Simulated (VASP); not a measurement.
# Cu (Cmcm) in VASP: notebook

Cu is run at these levels: PBEsol; tasks: single point.

Everything below comes from runs of VASP 6.6.1. Logs are shortened: lines on timing, memory, paths and dates and some standing lists are left out, and cuts for length are marked.

### 1 The cell of the first run

The structure is orthorhombic, space group Cmcm (No. 63). Conventional cell: a = 2.437 Å, b = 7.953 Å, c = 2.475 Å, α = 90.00°, β = 90.00°, γ = 90.00°. Within 3.2 Å of Cu (site symmetry m2m) lie 10 Cu at 2.44 to 2.54 Å.

### 2 Single point, PBEsol

INCAR

```
  PREC = Accurate
  ENCUT = 600
  EDIFF = 1E-6
  ISMEAR = -1
  SIGMA = 0.05
  LREAL = False
  LASPH = True
  NELM = 120
  ALGO = Normal
  ISIF = 2
  LWAVE = False
  LCHARG = False
  GGA = PS
  NBANDS = 18
  GGA_COMPAT = False
```

KPOINTS

```
Automatic mesh
0
Gamma
  7 7 7
```

POSCAR

```
Cu
1.0
    1.2184640000     -3.9763780000      0.0000000000
    1.2184640000      3.9763780000      0.0000000000
    0.0000000000      0.0000000000      2.4754960000
Cu
2
Direct
    0.1338670000      0.8661330000      0.2500000000
    0.8661330000      0.1338670000      0.7500000000
```

Potentials or basis: VASP PAW PBE potentials, release 64 (Cu).

Command:

```console
$ cat potpaw_PBE.64/Cu/POTCAR > POTCAR
$ mpirun -np 1 vasp_std > vasp.out
```

OUTCAR:

```text
PREC = Accurate
   ENCUT = 600
   EDIFF = 1E-6
   ISMEAR = -1
   LREAL = False
   LASPH = True
   NELM = 120
   ISIF = 2
   GGA = PS

 ion  position               nearest neighbor table
   1  0.134  0.866  0.250-   2 2.46   2 2.46   2 2.54   2 2.54   2 2.54   2 2.54
   2  0.866  0.134  0.750-   1 2.46   1 2.46   1 2.54   1 2.54   1 2.54   1 2.54

  LATTYP: Found a base centered orthorhombic cell.
 ALAT       =     2.4369280000
 B/A-ratio  =     3.2634349476
 C/A-ratio  =     1.0158264832

  Lattice vectors:

 A1 = (   1.2184640000,  -3.9763780000,   0.0000000000)
 A2 = (   1.2184640000,   3.9763780000,   0.0000000000)
 A3 = (   0.0000000000,   0.0000000000,   2.4754960000)

Analysis of symmetry for initial positions (statically):
=====================================================================
 Subroutine PRICEL returns:
 Original cell was already a primitive cell.

 Routine SETGRP: Setting up the symmetry group for a
 base centered orthorhombic supercell.

 Subroutine GETGRP returns: Found  8 space group operations
 (whereof  4 operations were pure point group operations)
 out of a pool of  8 trial point group operations.

The static configuration has the point symmetry C_2h.
 The point group associated with its full space group is D_2h.

Analysis of symmetry for dynamics (positions and initial velocities):
=====================================================================
 Subroutine PRICEL returns:
 Original cell was already a primitive cell.

 Routine SETGRP: Setting up the symmetry group for a
 base centered orthorhombic supercell.

 Subroutine GETGRP returns: Found  8 space group operations
 (whereof  4 operations were pure point group operations)
 out of a pool of  8 trial point group operations.

The dynamic configuration has the point symmetry C_2h.
 The point group associated with its full space group is D_2h.

 Subroutine INISYM returns: Found  8 space group operations
 (whereof  4 operations are pure point group operations),
 and found     1 'primitive' translations

----------------------------------------------------------------------------------------

                                     Primitive cell

  volume of cell :      23.9879

  direct lattice vectors                    reciprocal lattice vectors
     1.218464000 -3.976378000  0.000000000     0.410352706 -0.125742573  0.000000000
     1.218464000  3.976378000  0.000000000     0.410352706  0.125742573  0.000000000
     0.000000000  0.000000000  2.475496000     0.000000000  0.000000000  0.403959449

  length of vectors
     4.158874429  4.158874429  2.475496000     0.429185902  0.429185902  0.403959449

  position of ions in fractional coordinates (direct lattice)
     0.133867000  0.866133000  0.250000000
     0.866133000  0.133867000  0.750000000

  ion indices of the primitive-cell ions
   primitive index   ion index
                 1           1
                 2           2

----------------------------------------------------------------------------------------

 KPOINTS: Automatic mesh

Automatic generation of k-mesh.
 Grid dimensions read from file:
 generate k-points for:    7    7    7

 Generating k-lattice:

  Cartesian coordinates                     Fractional coordinates (reciprocal lattice)
     0.058621815 -0.017963225  0.000000000     0.142857143  0.000000000  0.000000000
     0.058621815  0.017963225  0.000000000     0.000000000  0.142857143  0.000000000
     0.000000000  0.000000000  0.057708493     0.000000000  0.000000000  0.142857143

  Length of vectors
     0.061312272  0.061312272  0.057708493

  Shift w.r.t. Gamma in fractional coordinates (k-lattice)
     0.000000000  0.000000000  0.000000000

 Subroutine IBZKPT returns following result:
 ===========================================

 Found     64 irreducible k-points:

 Following reciprocal coordinates:
            Coordinates               Weight
  0.000000  0.000000  0.000000      1.000000
  0.142857  0.000000  0.000000      4.000000
  0.285714  0.000000  0.000000      4.000000
  0.428571  0.000000  0.000000      4.000000
  0.142857  0.142857  0.000000      2.000000
  0.285714  0.142857  0.000000      4.000000
[... 16 lines left out ...]
  0.428571  0.142857  0.142857      8.000000
 -0.428571  0.142857  0.142857      8.000000
 [... further k-points ...]
   k-points           NKPTS =     64   k-points in BZ     NKDIM =     64   number of bands    NBANDS=     18
   number of dos      NEDOS =    301   number of ions     NIONS =      2
   total plane-waves  NPLWV =  25920
   dimension x,y,z NGX =    36 NGY =   36 NGZ =   20
   dimension x,y,z NGXF=    72 NGYF=   72 NGZF=   40
   ions per type =               2
   NGX,Y,Z   is equivalent  to a cutoff of  14.39, 14.39, 13.43 a.u.
   NGXF,Y,Z  is equivalent  to a cutoff of  28.78, 28.78, 26.86 a.u.
 SYSTEM =  unknown system
   PREC   = accura    normal or accurate (medium, high low for compatibility)
   ISTART =      0    job   : 0-new  1-cont  2-samecut
   ICHARG =      2    charge: 1-file 2-atom 10-const
   ISPIN  =      1    spin polarized calculation?
   LNONCOLLINEAR =      F non collinear calculations
   LSORBIT =      F    spin-orbit coupling
   LASPH  =      T    aspherical Exc in radial PAW
   ENCUT  =  600.0 eV  44.10 Ry    6.64 a.u.   8.31  8.31  4.94*2*pi/ulx,y,z
   NELM   =    120;   NELMIN=  2; NELMDL= -5     # of ELM steps
   EDIFF  = 0.1E-05   stopping-criterion for ELM
   LREAL  =      F    real-space projection
   EDIFFG = 0.1E-04   stopping-criterion for IOM
   NSW    =      0    number of steps for IOM
   IBRION =     -1    ionic relax: 0-MD 1-quasi-New 2-CG
   NFREE  =      0    steps in history (QN), initial steepest desc. (CG)
   ISIF   =      2    stress and relaxation
   ISYM   =      2    0-nonsym 1-usesym 2-fastsym
   POTIM  = 0.5000    time-step for ionic-motion
   TEBEG  =    0.0;   TEEND  =   0.0 temperature during run
   PSTRESS=    0.0 pullay stress
   NELECT =      22.0000    total number of electrons
   NUPDOWN=      -1.0000    fix difference up-down
   EMIN   =  10.00;   EMAX   =-10.00  energy-range for DOS
   EFERMI =   0.00;   METHOD = LEGACY
   ISMEAR =    -1;   SIGMA  =   0.05  broadening in eV -4-tet -1-fermi 0-gaus
   EFERMI_NEDOS =   21; number of points for ismear=-14 and -15
   IALGO  =     38    algorithm
   IMIX   =      4    mixing-type and parameters
     AMIX     =   0.40;   BMIX     =  1.00
     AMIX_MAG =   1.60;   BMIX_MAG =  1.00
  volume/ion in A,a.u.               =      11.99        80.94
  Fermi-wavevector in a.u.,A,eV,Ry     =   1.590565  3.005733 34.421356  2.529898
  Thomas-Fermi vector in A             =   2.689241
   LORBIT       =      0    0 simple, 1 ext, 2 COOP (PROOUT), +10 PAW based schemes
   GGA     = PS    functional components
   LHFCALC =     F    Hartree Fock is set to
   AEXX    =    0.0000 exact exchange contribution
   IVDW    =     0    specifies the selected vdW correction
   LEPSILON=     F    determine dielectric tensor
   LRPA    =     F    only Hartree local field effects (RPA)
 non-spin polarized calculation
  energy-cutoff  :      600.00
  volume of cell :       23.99
 maximum number of plane-waves:       809
 NGX is ok and might be reduce to    36
   NGX = 17   NGY = 17   NGZ =  9

 number of electron      22.0000013 magnetization

 Free energy of the ion-electron system (eV)
  ---------------------------------------------------
  ext. energy  EPLUGINS =         0.00000000
  ---------------------------------------------------
  free energy    TOTEN  =        -8.30248705 eV

  energy without entropy =       -8.29718680  energy(sigma->0) =       -8.29983692

 E-fermi :   7.1994     XC(G=0): -12.7834

 val. band max:        7.1764063710   @ k =  -0.4286   0.1429   0.0000
 cond. band min:       7.2474050643   @ k =  -0.4286   0.2857   0.2857
 fundamental gap:      0.0709986933
 Fermi energy:         7.1994438360

 k-point     1 :       0.0000    0.0000    0.0000
  band No.  band energies     occupation
      1      -2.0675      2.00000
      2       2.2404      2.00000
      3       3.0099      2.00000
      4       3.4898      2.00000
      5       4.1875      2.00000
      6       4.4541      2.00000
[... 10 lines left out ...]
     17      26.7759      0.00000
     18      28.7460      0.00000

 k-point     2 :       0.1429    0.0000    0.0000
  band No.  band energies     occupation
      1      -1.4851      2.00000
      2       2.4450      2.00000
      3       3.2185      2.00000
      4       3.6837      2.00000
      5       4.2511      2.00000
      6       4.3453      2.00000
[... 10 lines left out ...]
     17      27.5866      0.00000
     18      30.8595      0.00000

 k-point     3 :       0.2857    0.0000    0.0000
  band No.  band energies     occupation
      1       0.1122      2.00000
      2       2.7735      2.00000
      3       3.4629      2.00000
      4       3.6114      2.00000
      5       4.2268      2.00000
      6       4.3772      2.00000
[... 10 lines left out ...]
     17      28.2090      0.00000
     18      29.9947      0.00000

 k-point     4 :       0.4286    0.0000    0.0000
  band No.  band energies     occupation
      1       1.8524      2.00000
      2       2.6509      2.00000
      3       3.4279      2.00000
      4       4.0226      2.00000
      5       4.2257      2.00000
      6       4.4326      2.00000
[... 375 lines left out ...]
      4       3.5385      2.00000
      5       4.1616      2.00000
      6       4.3363      2.00000
[... 10 lines left out ...]
     17      27.2823      0.00000
     18      28.3796      0.00000

 k-point    23 :       0.4286    0.1429    0.1429
  band No.  band energies     occupation
      1       2.3690      2.00000
      2       2.7228      2.00000
      3       3.5966      2.00000
      4       3.7548      2.00000
      5       4.0722      2.00000
      6       4.3008      2.00000
[... 10 lines left out ...]
     17      24.3788      0.00000
     18      26.2150      0.00000

 k-point    24 :      -0.4286    0.1429    0.1429
  band No.  band energies     occupation
      1       1.0262      2.00000
      2       2.8180      2.00000
      3       3.4855      2.00000
      4       3.6455      2.00000
      5       4.0939      2.00000
      6       4.2873      2.00000
[... 10 lines left out ...]
     17      24.9520      0.00000
     18      27.4199      0.00000

 [... further k-points ...]

------------------------ aborting loop because EDIFF is reached ----------------------------------------

  FORCE on cell =-STRESS in cart. coord.  units (eV):
  Direction    XX          YY          ZZ          XY          YZ          ZX
  --------------------------------------------------------------------------------------
  -------------------------------------------------------------------------------------
  Total        0.0141909     -0.3737991      0.0535370      0.0000000      0.0000000      0.0000000
  in kB        0.9478221    -24.9664153      3.5757897      0.0000000      0.0000000      0.0000000
  external PRESSURE =      -6.8142678 kB  Pullay stress =       0.0000000 kB

 VOLUME and BASIS-vectors are now :
 -----------------------------------------------------------------------------
  energy-cutoff  :      600.00
  volume of cell :       23.99
      direct lattice vectors                 reciprocal lattice vectors
     1.218464000 -3.976378000  0.000000000     0.410352706 -0.125742573  0.000000000
     1.218464000  3.976378000  0.000000000     0.410352706  0.125742573  0.000000000
     0.000000000  0.000000000  2.475496000     0.000000000  0.000000000  0.403959449

 POSITION                                       TOTAL-FORCE (eV/Angst)
 -----------------------------------------------------------------------------------
      1.21846      2.91177      0.61887         0.000000     -0.030141     -0.000000
      1.21846     -2.91177      1.85662         0.000000      0.030141      0.000000
 -----------------------------------------------------------------------------------
    total drift:                                0.000000     -0.000000      0.000000

  FREE ENERGIE OF THE ION-ELECTRON SYSTEM (eV)
  ---------------------------------------------------
  free  energy   TOTEN  =        -8.3024870455 eV

  energy  without entropy=       -8.2971867994  energy(sigma->0) =       -8.29983692
```

It took 16 s on 1 thread of Intel Xeon 6975P-C (Granite Rapids), shared host; peak memory 0.17 GiB.

What came out:

- Free energy: -8.3025 eV
- Pressure: -0.7 GPa
- Largest force: 0.030 eV/Å
- Band gap on the k mesh: zero (bands 11 and 12 overlap by 4.85 eV)

Forces on the atoms (eV/Å):
```
Cu   0.000 -0.030  0.000
Cu   0.000  0.030  0.000
```

Caveat: the k points lie up to 0.39 Å⁻¹ apart, too coarse for converged energies and pressures of a metal; the PAW data sets were made with another functional, which shifts forces and pressure a little.

### 3 Single point, PBEsol

INCAR

```
PREC = Accurate
ENCUT = 600
EDIFF = 1E-6
ISMEAR = -1
SIGMA = 0.05
LREAL = False
LASPH = True
NELM = 120
ALGO = Normal
ISIF = 2
LWAVE = False
LCHARG = False
GGA = PS
NBANDS = 18
GGA_COMPAT = False
```

KPOINTS

```
Automatic mesh
0
Gamma
  9 9 9
```

POSCAR is that of step 2.

Potentials or basis: VASP PAW PBE potentials, release 64 (Cu).

Command:

```console
$ cat potpaw_PBE.64/Cu/POTCAR > POTCAR
$ mpirun -np 1 vasp_std > vasp.out
```

OUTCAR:

```text
PREC = Accurate
   ENCUT = 600
   EDIFF = 1E-6
   ISMEAR = -1
   LREAL = False
   LASPH = True
   NELM = 120
   ISIF = 2
   GGA = PS

 ion  position               nearest neighbor table
   1  0.134  0.866  0.250-   2 2.46   2 2.46   2 2.54   2 2.54   2 2.54   2 2.54
   2  0.866  0.134  0.750-   1 2.46   1 2.46   1 2.54   1 2.54   1 2.54   1 2.54

  LATTYP: Found a base centered orthorhombic cell.
 ALAT       =     2.4369280000
 B/A-ratio  =     3.2634349476
 C/A-ratio  =     1.0158264832

  Lattice vectors:

 A1 = (   1.2184640000,  -3.9763780000,   0.0000000000)
 A2 = (   1.2184640000,   3.9763780000,   0.0000000000)
 A3 = (   0.0000000000,   0.0000000000,   2.4754960000)

Analysis of symmetry for initial positions (statically):
=====================================================================
 Subroutine PRICEL returns:
 Original cell was already a primitive cell.

 Routine SETGRP: Setting up the symmetry group for a
 base centered orthorhombic supercell.

 Subroutine GETGRP returns: Found  8 space group operations
 (whereof  4 operations were pure point group operations)
 out of a pool of  8 trial point group operations.

The static configuration has the point symmetry C_2h.
 The point group associated with its full space group is D_2h.

Analysis of symmetry for dynamics (positions and initial velocities):
=====================================================================
 Subroutine PRICEL returns:
 Original cell was already a primitive cell.

 Routine SETGRP: Setting up the symmetry group for a
 base centered orthorhombic supercell.

 Subroutine GETGRP returns: Found  8 space group operations
 (whereof  4 operations were pure point group operations)
 out of a pool of  8 trial point group operations.

The dynamic configuration has the point symmetry C_2h.
 The point group associated with its full space group is D_2h.

 Subroutine INISYM returns: Found  8 space group operations
 (whereof  4 operations are pure point group operations),
 and found     1 'primitive' translations
[... 112 lines left out ...]
   IALGO  =     38    algorithm
   IMIX   =      4    mixing-type and parameters
     AMIX     =   0.40;   BMIX     =  1.00
     AMIX_MAG =   1.60;   BMIX_MAG =  1.00
  volume/ion in A,a.u.               =      11.99        80.94
  Fermi-wavevector in a.u.,A,eV,Ry     =   1.590565  3.005733 34.421356  2.529898
  Thomas-Fermi vector in A             =   2.689241
   LORBIT       =      0    0 simple, 1 ext, 2 COOP (PROOUT), +10 PAW based schemes
   GGA     = PS    functional components
   LHFCALC =     F    Hartree Fock is set to
   AEXX    =    0.0000 exact exchange contribution
   IVDW    =     0    specifies the selected vdW correction
   LEPSILON=     F    determine dielectric tensor
   LRPA    =     F    only Hartree local field effects (RPA)
 non-spin polarized calculation
  energy-cutoff  :      600.00
  volume of cell :       23.99
 maximum number of plane-waves:       810
 NGX is ok and might be reduce to    36
   NGX = 17   NGY = 17   NGZ =  9

 number of electron      22.0000013 magnetization

 Free energy of the ion-electron system (eV)
  ---------------------------------------------------
  ext. energy  EPLUGINS =         0.00000000
  ---------------------------------------------------
  free energy    TOTEN  =        -8.30705555 eV

  energy without entropy =       -8.30241693  energy(sigma->0) =       -8.30473624

 E-fermi :   7.1934     XC(G=0): -12.7834

 val. band max:        7.1901782336   @ k =   0.3333   0.3333   0.2222
 cond. band min:       7.2022551829   @ k =   0.4444   0.2222   0.3333
 fundamental gap:      0.0120769493
 Fermi energy:         7.1933775664

 k-point     1 :       0.0000    0.0000    0.0000
  band No.  band energies     occupation
      1      -2.0682      2.00000
      2       2.2403      2.00000
      3       3.0081      2.00000
      4       3.4884      2.00000
      5       4.1909      2.00000
      6       4.4559      2.00000
[... 481 lines left out ...]
      5       3.7392      2.00000
      6       4.5260      2.00000
[... 10 lines left out ...]
     17      26.0727      0.00000
     18      28.0927      0.00000

 [... further k-points ...]

------------------------ aborting loop because EDIFF is reached ----------------------------------------

  FORCE on cell =-STRESS in cart. coord.  units (eV):
  Direction    XX          YY          ZZ          XY          YZ          ZX
  --------------------------------------------------------------------------------------
  -------------------------------------------------------------------------------------
  Total       -0.0233688     -0.2606798     -0.0356284      0.0000000      0.0000000      0.0000000
  in kB       -1.5608225    -17.4110687     -2.3796572      0.0000000      0.0000000      0.0000000
  external PRESSURE =      -7.1171828 kB  Pullay stress =       0.0000000 kB

 VOLUME and BASIS-vectors are now :
 -----------------------------------------------------------------------------
  energy-cutoff  :      600.00
  volume of cell :       23.99
      direct lattice vectors                 reciprocal lattice vectors
     1.218464000 -3.976378000  0.000000000     0.410352706 -0.125742573  0.000000000
     1.218464000  3.976378000  0.000000000     0.410352706  0.125742573  0.000000000
     0.000000000  0.000000000  2.475496000     0.000000000  0.000000000  0.403959449

 POSITION                                       TOTAL-FORCE (eV/Angst)
 -----------------------------------------------------------------------------------
      1.21846      2.91177      0.61887         0.000000     -0.000098      0.000000
      1.21846     -2.91177      1.85662         0.000000      0.000098     -0.000000
 -----------------------------------------------------------------------------------
    total drift:                                0.000000     -0.000000      0.000000

  FREE ENERGIE OF THE ION-ELECTRON SYSTEM (eV)
  ---------------------------------------------------
  free  energy   TOTEN  =        -8.3070555463 eV

  energy  without entropy=       -8.3024169254  energy(sigma->0) =       -8.30473624
```

stdout:

```text
POSCAR found type information on POSCAR Cu
 POSCAR found :  1 types and       2 ions
 scaLAPACK will be used
 -----------------------------------------------------------------------------
|                                                                             |
|                                                                             |
|     You enforced a specific xc type in the INCAR file but a different       |
|     I HOPE YOU KNOW WHAT YOU ARE DOING!                                     |
|                                                                             |
 -----------------------------------------------------------------------------

 LDA part: xc-table for (Slater+PW92), standard interpolation
 POSCAR, INCAR and KPOINTS ok, starting setup
 FFT: planning ... GRIDC
 FFT: planning ... GRID_SOFT
 FFT: planning ... GRID
 WAVECAR not read
 entering main loop
```

Run time: 27 s. Hardware: 1 thread of Intel Xeon 6975P-C (Granite Rapids), shared host; peak memory 0.2 GiB.

What came out:

- Free energy: -8.3071 eV
- Pressure: -0.7 GPa
- Band gap on the k mesh: zero (bands 11 and 12 overlap by 5.11 eV)

Levels at points of the mesh, in eV from the Fermi level:
| k point | band 9 | band 10 | band 11 | band 12 | band 13 | band 14 |
| --- | --- | --- | --- | --- | --- | --- |
| (0.00, 0.00, 0.00) | -1.80 | -1.66 | -1.42 | -0.07 | 4.80 | 14.73 |

Caveat: the PAW data sets were made with another functional, which shifts forces and pressure a little.
